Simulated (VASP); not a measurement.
Set up this calculation in VASP 6.6.1, as the native input.

| Item | Value |
| --- | --- |
| Task | single point |
| Functional | PBE |
| Potentials or basis | VASP PAW PBE potentials, release 64 (La, Pd, Br) |
| Cutoff | 520 eV |
| k mesh | 6 × 6 × 2 |
| Occupations | gaussian, width 0.1 eV |
| Spin | no spin polarisation |
| Dipole correction | no |
| Further INCAR settings | ALGO = Normal; EDIFF = 1e-07; NBANDS = 50 |

The structure of La5PdBr2 lies in POSCAR:

```
La5PdBr2
1.0
    5.4654517669      0.0000000029      0.0000000000
   -2.7327258859      4.7332200718      0.0000000000
    0.0000000000      0.0000000000      8.9166963277
La Pd Br
5 1 2
Direct
    0.3333333333      0.6666666667      0.3405166931
    0.6666666667      0.3333333333      0.3405166931
    0.6666666667      0.3333333333      0.6594833069
    0.3333333333      0.6666666667      0.6594833069
    0.0000000000      0.0000000000      0.0000000000
    0.0000000000      0.0000000000      0.5000000000
    0.3333333333      0.6666666667      0.0000000000
    0.6666666667      0.3333333333      0.0000000000
```

The cell was generated, and may not be a known phase.

One way to write it, as run:

INCAR

```
PREC = Accurate
ENCUT = 520
EDIFF = 1E-7
ISMEAR = 0
SIGMA = 0.1
LREAL = F
LASPH = T
NELM = 100
ALGO = Normal
ISIF = 2
LWAVE = F
LCHARG = T
GGA = PE
LELF = T
LVHAR = T
NBANDS = 50
```

KPOINTS

```
Automatic mesh
0
Gamma
  6 6 2
```

Potentials or basis: VASP PAW PBE potentials, release 64 (La, Pd, Br).

Run with:

```sh
$ cat potpaw_PBE.64/La/POTCAR potpaw_PBE.64/Pd/POTCAR potpaw_PBE.64/Br/POTCAR > POTCAR
$ mpirun -np 1 vasp_std > vasp.out
```

Results of the run:

```
Pressure               : -0.1 GPa
Largest force          : 0.017 eV/Å
Band gap on the k mesh : zero (an odd number of electrons rules out a gap without spin polarisation)
```

Caveat: spin-orbit coupling is left out, which moves the levels of the heavy elements; an odd number of electrons without spin polarisation forces a metal; a magnetic or distorted state may lie lower.

It took 3.9 min on 1 thread of AMD EPYC 9R45 96-Core Processor (Zen 5), with other jobs on the host, peak memory 0.41 GiB.
